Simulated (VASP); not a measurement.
# ZrGa3 (I4/mmm) in VASP: notebook

Runs on ZrGa3. Level: LDA. Tasks: electric field gradients.

All numbers are computed with VASP 6.6.1; they aren't measurements. Logs are shortened: lines on timing, memory, paths and dates and some standing lists are left out, and cuts for length are marked.

## Step 1: The cell of the first run

Symmetry: I4/mmm, No. 139, tetragonal system. Conventional cell: a = 3.944 Å, b = 3.944 Å, c = 8.670 Å, α = 90.00°, β = 90.00°, γ = 90.00°. Within 3.7 Å of Zr (site symmetry 4/mmm) lie 12 Ga at 2.79 to 2.93 Å. Ga (site symmetry 4/mmm) has 4 Zr at 2.79 Å and 8 Ga at 2.93 Å within 3.7 Å. Ga (site symmetry -4m2) has 8 Ga at 2.79 to 2.93 Å and 4 Zr at 2.93 Å within 3.7 Å.

## Step 2: Electric field gradients, LDA (16.86 Å³/atom)

Contents of INCAR:

```
SYSTEM = ZrGa3
ALGO     = Normal         ! electronic algorithm
EDIFF    = 1E-8           ! SCF threshold, eV
ENCUT    = 520            ! plane-wave cutoff, eV
ISIF     = 2              ! what is computed and relaxed
ISMEAR   = -1             ! smearing method
LASPH    = .TRUE.         ! aspherical terms in the spheres
LCHARG   = .FALSE.        ! write CHGCAR
LEFG     = .TRUE.       
LREAL    = .FALSE.        ! projectors in reciprocal space
LWAVE    = .FALSE.        ! write WAVECAR
NBANDS   = 34             ! bands
NELM     = 100            ! most SCF steps
PREC     = Accurate       ! precision mode
SIGMA    = 0.03           ! smearing width, eV
```

Contents of KPOINTS:

```
k-points
0
G
  12 12 12
  0 0 0
```

Contents of POSCAR:

```
ZrGa3
1.0
   -1.9721740951      1.9721740951      4.3352071711
    1.9721740951     -1.9721740951      4.3352071711
    1.9721740951      1.9721740951     -4.3352071711
Zr Ga
1 3
Direct
    0.0000000000      0.0000000000      0.0000000000
    0.5000000000      0.5000000000      0.0000000000
    0.7500000000      0.2500000000      0.5000000000
    0.2500000000      0.7500000000      0.5000000000
```

Potentials or basis: VASP PAW LDA potentials, release 64 (Zr_sv, Ga_d).

The run is started by

```
$ cat potpaw_LDA.64/Zr_sv/POTCAR potpaw_LDA.64/Ga_d/POTCAR > POTCAR
$ mpirun -np 1 vasp_std > vasp.out
```

OUTCAR:

```text
SYSTEM = ZrGa3
   EDIFF = 1E-8
   ENCUT = 520
   ISIF = 2
   ISMEAR = -1
   LASPH = .TRUE.
   LREAL = .FALSE.
   NELM = 100
   PREC = Accurate

 ion  position               nearest neighbor table
   1  0.000  0.000  0.000-   2 2.79   2 2.79   2 2.79   2 2.79   4 2.93   3 2.93   4 2.93   3 2.93
                             3 2.93   3 2.93   4 2.93   4 2.93
   2  0.500  0.500  0.000-   1 2.79   1 2.79   1 2.79   1 2.79
   3  0.750  0.250  0.500-   4 2.79   4 2.79   4 2.79   4 2.79   1 2.93   1 2.93   1 2.93   1 2.93

   4  0.250  0.750  0.500-   3 2.79   3 2.79   3 2.79   3 2.79   1 2.93   1 2.93   1 2.93   1 2.93

  LATTYP: Found a body centered tetragonal cell.
 ALAT       =     3.9443481902
 C/A-ratio  =     2.1981868547

  Lattice vectors:

 A1 = (  -1.9721740951,   1.9721740951,   4.3352071711)
 A2 = (   1.9721740951,  -1.9721740951,   4.3352071711)
 A3 = (   1.9721740951,   1.9721740951,  -4.3352071711)

Analysis of symmetry for initial positions (statically):
=====================================================================
 Subroutine PRICEL returns:
 Original cell was already a primitive cell.

 Routine SETGRP: Setting up the symmetry group for a
 body centered tetragonal supercell.

 Subroutine GETGRP returns: Found 16 space group operations
 (whereof 16 operations were pure point group operations)
 out of a pool of 16 trial point group operations.

The static configuration has the point symmetry D_4h.

Analysis of symmetry for dynamics (positions and initial velocities):
=====================================================================
 Subroutine PRICEL returns:
 Original cell was already a primitive cell.

 Routine SETGRP: Setting up the symmetry group for a
 body centered tetragonal supercell.

 Subroutine GETGRP returns: Found 16 space group operations
 (whereof 16 operations were pure point group operations)
 out of a pool of 16 trial point group operations.

The dynamic configuration has the point symmetry D_4h.

 Subroutine INISYM returns: Found 16 space group operations
 (whereof 16 operations are pure point group operations),
 and found     1 'primitive' translations

----------------------------------------------------------------------------------------

                                     Primitive cell

  volume of cell :      67.4466

  direct lattice vectors                    reciprocal lattice vectors
    -1.972174095  1.972174095  4.335207171     0.000000000  0.253527313  0.115334742
     1.972174095 -1.972174095  4.335207171     0.253527313  0.000000000  0.115334742
     1.972174095  1.972174095 -4.335207171     0.253527313  0.253527313  0.000000000

  length of vectors
     5.154896947  5.154896947  5.154896947     0.278528636  0.278528636  0.358541765

  position of ions in fractional coordinates (direct lattice)
     0.000000000  0.000000000  0.000000000
     0.500000000  0.500000000  0.000000000
     0.750000000  0.250000000  0.500000000
     0.250000000  0.750000000  0.500000000

  ion indices of the primitive-cell ions
   primitive index   ion index
                 1           1
                 2           2
                 3           3
                 4           4

----------------------------------------------------------------------------------------

 KPOINTS: k-points

Automatic generation of k-mesh.
 Grid dimensions read from file:
 generate k-points for:   12   12   12

 Generating k-lattice:

  Cartesian coordinates                     Fractional coordinates (reciprocal lattice)
     0.000000000  0.021127276  0.009611228     0.083333333 -0.000000000  0.000000000
     0.021127276  0.000000000  0.009611228    -0.000000000  0.083333333  0.000000000
     0.021127276  0.021127276  0.000000000     0.000000000  0.000000000  0.083333333

  Length of vectors
     0.023210720  0.023210720  0.029878480

  Shift w.r.t. Gamma in fractional coordinates (k-lattice)
     0.000000000  0.000000000  0.000000000

 Subroutine IBZKPT returns following result:
 ===========================================

 Found    163 irreducible k-points:

 Following reciprocal coordinates:
            Coordinates               Weight
  0.000000  0.000000  0.000000      1.000000
  0.083333  0.000000 -0.000000      8.000000
  0.166667  0.000000 -0.000000      8.000000
  0.250000  0.000000 -0.000000      8.000000
  0.333333  0.000000 -0.000000      8.000000
  0.416667  0.000000  0.000000      8.000000
[... 16 lines left out ...]
  0.500000  0.166667  0.000000     16.000000
 -0.416667  0.166667  0.000000     16.000000
 [... further k-points ...]
   k-points           NKPTS =    163   k-points in BZ     NKDIM =    163   number of bands    NBANDS=     34
   number of dos      NEDOS =    301   number of ions     NIONS =      4
   total plane-waves  NPLWV =  64000
   dimension x,y,z NGX =    40 NGY =   40 NGZ =   40
   dimension x,y,z NGXF=    80 NGYF=   80 NGZF=   80
   ions per type =               1   3
   NGX,Y,Z   is equivalent  to a cutoff of  12.90, 12.90, 12.90 a.u.
   NGXF,Y,Z  is equivalent  to a cutoff of  25.80, 25.80, 25.80 a.u.
 SYSTEM =  ZrGa3
   PREC   = accura    normal or accurate (medium, high low for compatibility)
   ISTART =      0    job   : 0-new  1-cont  2-samecut
   ICHARG =      2    charge: 1-file 2-atom 10-const
   ISPIN  =      1    spin polarized calculation?
   LNONCOLLINEAR =      F non collinear calculations
   LSORBIT =      F    spin-orbit coupling
   LASPH  =      T    aspherical Exc in radial PAW
   ENCUT  =  520.0 eV  38.22 Ry    6.18 a.u.   9.58  9.58  9.58*2*pi/ulx,y,z
   NELM   =    100;   NELMIN=  2; NELMDL= -5     # of ELM steps
   EDIFF  = 0.1E-07   stopping-criterion for ELM
   LREAL  =      F    real-space projection
   EDIFFG = 0.1E-06   stopping-criterion for IOM
   NSW    =      0    number of steps for IOM
   IBRION =     -1    ionic relax: 0-MD 1-quasi-New 2-CG
   NFREE  =      0    steps in history (QN), initial steepest desc. (CG)
   ISIF   =      2    stress and relaxation
   ISYM   =      2    0-nonsym 1-usesym 2-fastsym
   POTIM  = 0.5000    time-step for ionic-motion
   TEBEG  =    0.0;   TEEND  =   0.0 temperature during run
   PSTRESS=    0.0 pullay stress
   NELECT =      51.0000    total number of electrons
   NUPDOWN=      -1.0000    fix difference up-down
   EMIN   =  10.00;   EMAX   =-10.00  energy-range for DOS
   EFERMI =   0.00;   METHOD = LEGACY
   ISMEAR =    -1;   SIGMA  =   0.03  broadening in eV -4-tet -1-fermi 0-gaus
   EFERMI_NEDOS =   21; number of points for ismear=-14 and -15
   IALGO  =     38    algorithm
   IMIX   =      4    mixing-type and parameters
     AMIX     =   0.40;   BMIX     =  1.00
     AMIX_MAG =   1.60;   BMIX_MAG =  1.00
  volume/ion in A,a.u.               =      16.86       113.79
  Fermi-wavevector in a.u.,A,eV,Ry     =   1.491459  2.818450 30.265496  2.224451
  Thomas-Fermi vector in A             =   2.604112
   LORBIT       =      0    0 simple, 1 ext, 2 COOP (PROOUT), +10 PAW based schemes
   GGA     = CA    functional components
   LHFCALC =     F    Hartree Fock is set to
   AEXX    =    0.0000 exact exchange contribution
   IVDW    =     0    specifies the selected vdW correction
   LEPSILON=     F    determine dielectric tensor
   LRPA    =     F    only Hartree local field effects (RPA)
 non-spin polarized calculation
  energy-cutoff  :      520.00
  volume of cell :       67.45
 maximum number of plane-waves:      1844
 NGX is ok and might be reduce to    40
   NGX = 19   NGY = 19   NGZ = 19

 number of electron      51.0000002 magnetization

 Free energy of the ion-electron system (eV)
  ---------------------------------------------------
  ext. energy  EPLUGINS =         0.00000000
  ---------------------------------------------------
  free energy    TOTEN  =       -22.18885227 eV

  energy without entropy =      -22.18519309  energy(sigma->0) =      -22.18702268

 E-fermi :   7.7370     XC(G=0): -12.1920

 val. band max:        7.7216032861   @ k =  -0.4167   0.5000   0.2500
 cond. band min:       7.7423390978   @ k =  -0.3333  -0.3333   0.3333
 fundamental gap:      0.0207358117
 Fermi energy:         7.7369958436

 k-point     1 :       0.0000    0.0000    0.0000
  band No.  band energies     occupation
      1     -40.5049      2.00000
      2     -18.7650      2.00000
      3     -18.7650      2.00000
      4     -18.7088      2.00000
      5      -7.1673      2.00000
      6      -7.0775      2.00000
[... 26 lines left out ...]
     33      13.0446      0.00000
     34      14.3080      0.00000

 k-point     2 :       0.0833    0.0000   -0.0000
  band No.  band energies     occupation
      1     -40.5046      2.00000
      2     -18.7716      2.00000
      3     -18.7648      2.00000
      4     -18.7087      2.00000
      5      -7.1585      2.00000
      6      -7.0745      2.00000
[... 26 lines left out ...]
     33      13.4911      0.00000
     34      14.7971      0.00000

 k-point     3 :       0.1667    0.0000   -0.0000
  band No.  band energies     occupation
      1     -40.5039      2.00000
      2     -18.7897      2.00000
      3     -18.7644      2.00000
      4     -18.7084      2.00000
      5      -7.1329      2.00000
      6      -7.0691      2.00000
[... 26 lines left out ...]
     33      13.9120      0.00000
     34      15.2967      0.00000
[... 704 lines left out ...]
 k-point    23 :       0.5000    0.1667    0.0000
  band No.  band energies     occupation
      1     -40.4998      2.00000
      2     -18.8579      2.00000
      3     -18.7830      2.00000
      4     -18.7048      2.00000
      5      -7.0505      2.00000
      6      -7.0415      2.00000
[... 26 lines left out ...]
     33      14.3795      0.00000
     34      15.3680      0.00000

 k-point    24 :      -0.4167    0.1667    0.0000
  band No.  band energies     occupation
      1     -40.5001      2.00000
      2     -18.8519      2.00000
      3     -18.7833      2.00000
      4     -18.7041      2.00000
      5      -7.0502      2.00000
      6      -7.0380      2.00000
[... 26 lines left out ...]
     33      14.6043      0.00000
     34      15.2418      0.00000

 [... further k-points ...]
[... 5 lines left out ...]
  --------------------------------------------------------------------------------------
  -------------------------------------------------------------------------------------
  Total       -2.6955523     -2.6955523      1.4401917      0.0000000      0.0000000      0.0000000
  in kB      -64.0321379    -64.0321379     34.2113755      0.0000000      0.0000000      0.0000000
  external PRESSURE =     -31.2843001 kB  Pullay stress =       0.0000000 kB

 VOLUME and BASIS-vectors are now :
 -----------------------------------------------------------------------------
  energy-cutoff  :      520.00
  volume of cell :       67.45
      direct lattice vectors                 reciprocal lattice vectors
    -1.972174095  1.972174095  4.335207171     0.000000000  0.253527313  0.115334742
     1.972174095 -1.972174095  4.335207171     0.253527313  0.000000000  0.115334742
     1.972174095  1.972174095 -4.335207171     0.253527313  0.253527313  0.000000000

 POSITION                                       TOTAL-FORCE (eV/Angst)
 -----------------------------------------------------------------------------------
      0.00000      0.00000      0.00000        -0.000000     -0.000000      0.000000
      0.00000      0.00000      4.33521        -0.000000     -0.000000      0.000000
     -0.00000      1.97217      2.16760        -0.000000      0.000000     -0.000000
      1.97217     -0.00000      2.16760         0.000000     -0.000000     -0.000000
 -----------------------------------------------------------------------------------
    total drift:                               -0.000000     -0.000000      0.000000

  FREE ENERGIE OF THE ION-ELECTRON SYSTEM (eV)
  ---------------------------------------------------
  free  energy   TOTEN  =       -22.1888522704 eV

  energy  without entropy=      -22.1851930894  energy(sigma->0) =      -22.18702268

 Electric field gradients (V/A^2)
---------------------------------------------------------------------
 ion       V_xx      V_yy      V_zz      V_xy      V_xz      V_yz
---------------------------------------------------------------------
   1      23.849    23.849   -47.698    -0.000    -0.000    -0.000
   2     -48.772   -48.772    97.544    -0.002    -0.000    -0.000
   3      24.029    24.029   -48.059    -0.002    -0.000    -0.000
   4      24.029    24.029   -48.059    -0.002    -0.000    -0.000
---------------------------------------------------------------------

 Electric field gradients after diagonalization (V/A^2)
 (convention: |V_zz| > |V_xx| > |V_yy|)
----------------------------------------------------------------------
 ion       V_xx      V_yy      V_zz     asymmetry (V_yy - V_xx)/ V_zz
----------------------------------------------------------------------
   1      23.849    23.849   -47.698       0.000
   2     -48.774   -48.770    97.544       0.000
   3      24.031    24.027   -48.059       0.000
   4      24.031    24.027   -48.059       0.000
----------------------------------------------------------------------

           NMR quadrupolar parameters

 Cq : quadrupolar parameter    Cq=e*Q*V_zz/h
 eta: asymmetry parameters     (V_yy - V_xx)/ V_zz
 Q  : nuclear electric quadrupole moment in mb (millibarn)
----------------------------------------------------------------------
 ion       Cq(MHz)       eta       Q (mb)
----------------------------------------------------------------------
   1      -0.115       0.000       1.000
   2       0.236       0.000       1.000
   3      -0.116       0.000       1.000
   4      -0.116       0.000       1.000
----------------------------------------------------------------------
```

Run time: 13 min. Hardware: 1 thread of Intel Xeon 8259CL, shared host; peak memory 0.43 GiB.

What came out:

```yaml
Free_energy: -22.1889 eV
Pressure: -3.1 GPa
Band_gap_on_the_k_mesh: zero (an odd number of electrons rules out a gap without spin polarisation)
Largest_electric_field_gradient_by_atom: Zr -47.7; Ga +97.5, -48.1 (each value once) V/Å²
```

Stress tensor (GPa, compression positive):
```
-6.40  0.00  0.00
 0.00 -6.40  0.00
 0.00  0.00  3.42
```

Electric field gradients, principal values (V/Å²):
| atom | least | middle | greatest (by size) |
| --- | --- | --- | --- |
| 1 Zr | 23.849 | 23.849 | -47.698 |
| 2 Ga | -48.770 | -48.774 | 97.544 |
| 3 Ga | 24.027 | 24.031 | -48.059 |
| 4 Ga | 24.027 | 24.031 | -48.059 |

Caveat: the stress differs along the axes, from -6 to 3 GPa; without QUAD_EFG the Cq values of the log hold for a quadrupole moment of 1 mb, not for the nuclei.

(Continued in part 2 of 3.)

The gap in the log of VASP goes by the Fermi energy; the results here count the filled bands.